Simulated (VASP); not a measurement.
Wanted: the native input for a VASP 6.6.1 run.

* Task: electric field gradients
* Functional: PBEsol
* Potentials or basis: VASP PAW PBE potentials, release 64 (Si, Mo_sv)
* Cutoff: 520 eV
* k mesh: 16 × 16 × 16
* Occupations: fermi-dirac, width 0.08 eV
* Spin: no spin polarisation
* Dipole correction: no
* Further INCAR settings: ALGO = Normal; EDIFF = 1e-08; NBANDS = 18

The structure of Si2Mo lies in POSCAR:

```
Si2Mo
1.0
   -1.5673377739      1.5673377739      3.8502632003
    1.5673377739     -1.5673377739      3.8502632003
    1.5673377739      1.5673377739     -3.8502632003
Si Mo
2 1
Direct
    0.3330000000      0.3330000000      0.0000000000
    0.6670000000      0.6670000000      0.0000000000
    0.0000000000      0.0000000000      0.0000000000
```

The input as run:

INCAR

```
PREC     = Accurate       # precision mode
ENCUT    = 520            # plane-wave cutoff, eV
EDIFF    = 1E-8           # SCF threshold, eV
ISMEAR   = -1             # smearing method
SIGMA    = 0.08           # smearing width, eV
LREAL    = F              # projectors in reciprocal space
LASPH    = T              # aspherical terms in the spheres
NELM     = 80             # most SCF steps
ALGO     = Normal         # electronic algorithm
ISIF     = 2              # what is computed and relaxed
LWAVE    = F              # write WAVECAR
LCHARG   = F              # write CHGCAR
GGA      = PS             # functional
LEFG     = T            
NBANDS   = 18             # bands
```

KPOINTS

```
regular mesh
0
Gamma
  16 16 16
```

Potentials or basis: VASP PAW PBE potentials, release 64 (Si, Mo_sv).

Command:

```bash
$ cat potpaw_PBE.64/Si/POTCAR potpaw_PBE.64/Mo_sv/POTCAR > POTCAR
$ mpirun -np 1 vasp_std > vasp.out
```

It gave:

```json
{
 "Pressure": "12.7 GPa",
 "Largest force": "0.224 eV/Å",
 "Band gap on the k mesh": "zero (bands 11 and 12 overlap by 1.08 eV)",
 "Largest electric field gradient by atom": "Si -13.7; Mo -66.9 V/Å²"
}
```

Caveat: the cell stands under pressure; without QUAD_EFG the Cq values of the log hold for a quadrupole moment of 1 mb, not for the nuclei; the PAW data sets were made with another functional, which shifts forces and pressure a little.

Wall time 6.1 min on 1 thread of Intel(R) Xeon(R) Platinum 8559C (Emerald Rapids) (shared host), peak memory 0.36 GiB.
